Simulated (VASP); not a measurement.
Input of a VASP 6.6.1 run:

INCAR

```
PREC     = Accurate       # precision mode
ENCUT    = 520            # plane-wave cutoff, eV
EDIFF    = 1E-7           # SCF threshold, eV
ISMEAR   = -1             # smearing method
SIGMA    = 0.1            # smearing width, eV
LREAL    = False          # projectors in reciprocal space
LASPH    = True           # aspherical terms in the spheres
NELM     = 60             # most SCF steps
ALGO     = Normal         # electronic algorithm
ISIF     = 2              # what is computed and relaxed
LWAVE    = False          # write WAVECAR
LCHARG   = True           # write CHGCAR
GGA      = PE             # functional
LELF     = True           # ELF
LVHAR    = True         
NBANDS   = 22             # bands
```

KPOINTS

```
Automatic mesh
0
Gamma
  9 9 9
```

The input POSCAR:

```
NbSb3
1.0
    0.0000000000      4.3499740000      0.0000000000
    4.3499740000      0.0000000000      0.0000000000
    2.1749870000      2.1749870000     -4.9915750000
Sb Nb
3 1
Direct
    0.5000000000      0.5000000000      0.0000000000
    0.7500000000      0.2500000000      0.5000000000
    0.2500000000      0.7500000000      0.5000000000
    0.0000000000      0.0000000000      0.0000000000
```

Potentials or basis: VASP PAW PBE potentials, release 64 (Sb, Nb_sv).

The run is started by

```bash
$ cat potpaw_PBE.64/Sb/POTCAR potpaw_PBE.64/Nb_sv/POTCAR > POTCAR
$ mpirun -np 1 vasp_std > vasp.out
```

Estimate the pressure.

0.8 GPa.

Estimate the band gap on the k mesh.

zero (bands 14 and 15 overlap by 1.01 eV).

Stress tensor (GPa, compression positive):
```
 1.84  0.00  0.00
 0.00  1.84  0.00
 0.00  0.00 -1.25
```

Caveat: spin-orbit coupling is left out, which moves the levels of the heavy elements.
